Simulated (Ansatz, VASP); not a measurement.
# KBe4I: VASP beside Ansatz

```xyz
6
Lattice="4.8846 0.0000 0.0000 0.0000 4.8846 0.0000 0.0000 0.0000 7.3443" Properties=species:S:1:pos:R:3 pbc="T T T"
K     0.0000    0.0000    3.6722
Be    0.0000    2.4423    1.0593
Be    2.4423    0.0000    1.0593
Be    0.0000    2.4423    6.2850
Be    2.4423    0.0000    6.2850
I     2.4423    2.4423    0.0000
```

Change from the starting cell: species swapped into the BaSrI4 type (P4/mmm, No. 123).

Alike in both runs: functional PBE; k mesh 4 × 4 × 4; occupations gaussian, width 0.1 eV; no spin polarisation.

Ansatz relaxed the structure, and its values are those at the end. VASP's run is a single point on that final structure, the one shown.

|  | VASP | Ansatz |
| --- | --- | --- |
| version | VASP 6.6.1 | Ansatz 0.2.0 |
| potentials or method | VASP PAW PBE potentials, release 64 (K_sv, Be, I), cutoff 520 eV | scalar-relativistic, plane waves, PAW |
| valence electrons in the cell | 24 | 34 |

```csv
,VASP,Ansatz,Ansatz less VASP
gap on the k mesh at the Fermi level (eV),none,none,-
pressure (GPa),0.2,0.2,-0.01
```

A gap of «none» marks a metal or a gap that the smearing closes. The functional is the same, so the differences come from potentials, cutoffs and numerics. VASP's potentials hold 24 valence electrons a cell and Ansatz's 34, so a difference there can come from the potentials and not from the codes.

Spin-orbit coupling is off throughout.
